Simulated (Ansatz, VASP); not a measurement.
# Au: VASP beside Ansatz

File INCAR:

```
PREC     = Accurate       # precision mode
ENCUT    = 520            # plane-wave cutoff, eV
EDIFF    = 1E-6           # SCF threshold, eV
ISMEAR   = 0              # smearing method
SIGMA    = 0.15           # smearing width, eV
LREAL    = False          # projectors in reciprocal space
LASPH    = True           # aspherical terms in the spheres
NELM     = 100            # most SCF steps
ALGO     = Normal         # electronic algorithm
ISIF     = 2              # what is computed and relaxed
LWAVE    = False          # write WAVECAR
LCHARG   = True           # write CHGCAR
GGA      = PS             # functional
LELF     = True           # ELF
LVHAR    = True         
NBANDS   = 12             # bands
```

File KPOINTS:

```
Automatic mesh
0
Gamma
  20 20 20
```

The input POSCAR:

```
Au
1.0
    0.0000000000      2.0966375000      2.0966375000
    2.0966375000      0.0000000000      2.0966375000
    2.0966375000      2.0966375000      0.0000000000
Au
1
Direct
    0.0000000000      0.0000000000      0.0000000000
```

Input for Ansatz:

```yaml
crystal:
  lattice:
    - [0.0, 2.0966375, 2.0966375]
    - [2.0966375, 0.0, 2.0966375]
    - [2.0966375, 2.0966375, 0.0]
  atoms:
    - { symbol: Au, position: [0.0, 0.0, 0.0] }
basis:
  ecutwfc: 420
kpoints:
  mp_grid: { grid: [20, 20, 20] }
hamiltonian:
  xc: pbesol
scf:
  occupations: { method: gaussian, width: 0.15 }
output:
  forces: true
  stress: true
  eigenvalues: true
```

Change from the starting cell: strain +0.025 along x and y, +0.025 along z, atoms carried along.

Alike in both runs: task single point; functional PBEsol; k mesh 20 × 20 × 20; occupations gaussian, width 0.15 eV; no spin polarisation.

|  | VASP | Ansatz |
| --- | --- | --- |
| version | VASP 6.6.1 | Ansatz 0.2.0 |
| potentials or method | VASP PAW PBE potentials, release 64 (Au), cutoff 520 eV | scalar-relativistic, plane waves, PAW |
| valence electrons in the cell | 11 | 19 |

Ansatz gave:

```
gap on the k mesh at the Fermi level (eV) : none
pressure (GPa)                            : -11.0
```

Question: Estimate VASP's values.

Answer: gap on the k mesh at the Fermi level (eV): none; pressure (GPa): -11.3.

VASP's potentials were made for PBE, not for PBEsol. A gap of «none» marks a metal or a gap that the smearing closes. VASP's potentials hold 11 valence electrons a cell and Ansatz's 19, so a difference there can come from the potentials and not from the codes.

Spin-orbit coupling is off throughout.
